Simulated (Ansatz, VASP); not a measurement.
## BaTe: VASP beside Ansatz

INCAR

```
SYSTEM = BaTe
  PREC = Accurate
  ENCUT = 500
  EDIFF = 1E-6
  ISMEAR = 0
  SIGMA = 0.01
  LREAL = .False.
  LASPH = .True.
  NELM = 120
  ALGO = Normal
  ISIF = 2
  LWAVE = .False.
  LCHARG = .True.
  GGA = PE
  LELF = .True.
  LVHAR = .True.
  NBANDS = 15
  GGA_COMPAT = .False.
```

The input KPOINTS:

```
regular mesh
0
Gamma
  3 3 3
  0 0 0
```

POSCAR

```
BaTe
1.0
    4.2448181589      0.0000000000      0.0000000000
    0.0000000000      4.2448181589      0.0000000000
    0.0000000000      0.0000000000      4.2448181589
Ba Te
1 1
Direct
    0.0000000000      0.0000000000      0.0000000000
    0.5000000000      0.5000000000      0.5000000000
```

Input for Ansatz:

```yaml
crystal:
  lattice:
    - [4.2448181589, 0.0, 0.0]
    - [0.0, 4.2448181589, 0.0]
    - [0.0, 0.0, 4.2448181589]
  atoms:
    - { symbol: Ba, position: [0.0, 0.0, 0.0] }
    - { symbol: Te, position: [0.5, 0.5, 0.5] }
kpoints:
  mp_grid: { grid: [3, 3, 3] }
hamiltonian:
  xc: pbe
scf:
  occupations: { method: fixed }
  n_extra_bands: 4
output:
  forces: true
  stress: true
  eigenvalues: true
```

Alike in both runs: task single point; functional PBE; k mesh 3 × 3 × 3; no spin polarisation.

|  | VASP | Ansatz |
| --- | --- | --- |
| version | VASP 6.6.1 | Ansatz 0.2.0 |
| potentials or method | VASP PAW PBE potentials, release 64 (Ba_sv, Te) | plane waves |
| plane-wave cutoff (eV) | 500 | 420 |
| occupations | gaussian, width 0.01 eV | fixed |
| valence electrons in the cell | 16 | 26 |

|  | VASP | Ansatz | Ansatz less VASP |
| --- | --- | --- | --- |
| gap on the k mesh at the Fermi level (eV) | 1.10 | 1.17 | +0.071 |
| pressure (GPa) | 0.8 | 0.3 | -0.49 |

VASP's potentials hold 16 valence electrons a cell and Ansatz's 26, so a difference there can come from the potentials and not from the codes.

The k mesh is coarse, so the values compare programs but aren't converged. Spin-orbit coupling is off throughout.
